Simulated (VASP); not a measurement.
GeMo2, 6 atoms in the cell. Symmetry: I4/mcm, No. 140, tetragonal system. The conventional cell has a = 6.061 Å, b = 6.061 Å, c = 5.076 Å, α = 90.00°, β = 90.00°, γ = 90.00°. Ge (site symmetry 422) has 2 Ge at 2.54 Å and 8 Mo at 2.64 Å within 3.3 Å. Within 3.4 Å of Mo (site symmetry m2m) lie 11 Mo at 2.54 to 3.27 Å and 4 Ge at 2.64 Å. 

- Program: VASP 6.6.1
- Task: single point
- Functional: PBE
- Potentials or basis: VASP PAW PBE potentials, release 64 (Ge_d, Mo_sv)
- Cutoff: 520 eV
- k mesh: 10 × 10 × 10
- Occupations: gaussian, width 0.1 eV
- Spin: no spin polarisation
- Dipole correction: no
- Further INCAR settings: ALGO = Fast; EDIFF = 1e-06; NBANDS = 51

Potentials or basis: VASP PAW PBE potentials, release 64 (Ge_d, Mo_sv).

Launch:

```console
$ cat potpaw_PBE.64/Ge_d/POTCAR potpaw_PBE.64/Mo_sv/POTCAR > POTCAR
$ mpirun -np 1 vasp_std > vasp.out
```

Hardware: 1 thread of AMD EPYC 9R45 96-Core Processor (Zen 5), with other jobs on the host.

Q: How long does it take, and how much memory?

A: Wall time 12 min on 1 thread of AMD EPYC 9R45 96-Core Processor (Zen 5) (shared host), peak memory 0.47 GiB. Counts: scf iterations 22, k points 102.
